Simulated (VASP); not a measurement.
Set up this calculation in VASP 6.6.1, as the native input.

- Task: relaxation of cell and atoms
- Functional: PBEsol
- Potentials or basis: VASP PAW PBE potentials, release 64 (Ti_sv, N)
- Cutoff: 600 eV
- k mesh: 18 × 18 × 18
- Occupations: fermi-dirac, width 0.15 eV
- Spin: no spin polarisation
- Dipole correction: no
- Further INCAR settings: ALGO = Normal; EDIFF = 1e-06; IBRION = 2; EDIFFG = -0.001; NSW = 80; ISIF = 3

The structure of TiN (sol) lies in POSCAR:

```
TiN
1.0
    0.0000000000      2.1019140076      2.1019140076
    2.1019140076      0.0000000000      2.1019140076
    2.1019140076      2.1019140076      0.0000000000
Ti N
1 1
Direct
    0.0000000000      0.0000000000      0.0000000000
    0.5000000000      0.5000000000      0.5000000000
```

One way to write it, as run:

INCAR

```
ALGO     = Normal         # electronic algorithm
EDIFF    = 1E-6           # SCF threshold, eV
EDIFFG   = -0.001         # ionic threshold
ENCUT    = 600            # plane-wave cutoff, eV
GGA      = PS             # functional
IBRION   = 2              # ionic algorithm
ISIF     = 3              # what is computed and relaxed
ISMEAR   = -1             # smearing method
LASPH    = True           # aspherical terms in the spheres
LCHARG   = False          # write CHGCAR
LREAL    = False          # projectors in reciprocal space
LWAVE    = False          # write WAVECAR
NELM     = 100            # most SCF steps
NSW      = 80             # ionic steps
PREC     = Accurate       # precision mode
SIGMA    = 0.15           # smearing width, eV
```

KPOINTS

```
k-points
0
Gamma
  18 18 18
```

Potentials or basis: VASP PAW PBE potentials, release 64 (Ti_sv, N).

Launch:

```sh
$ cat potpaw_PBE.64/Ti_sv/POTCAR potpaw_PBE.64/N/POTCAR > POTCAR
$ mpirun -np 1 vasp_std > vasp.out
```

It gave:

* Relaxed volume: 9.31 Å³/atom
* Relaxed cell: a = 2.975 Å, b = 2.975 Å, c = 2.975 Å, α = 60.00°, β = 60.00°, γ = 60.00°
* Space group after relaxing (to 0.05 Å): Fm-3m (No. 225)
* Energy gained by relaxing: 0.1 meV/atom
* Ionic steps: 4
* Pressure after relaxing: 0.0 GPa

Caveat: the PAW data sets were made with another functional, which shifts forces and pressure a little.

Wall time 4.4 min on 1 thread of AMD EPYC 7R13, on a shared host, peak memory 0.16 GiB.
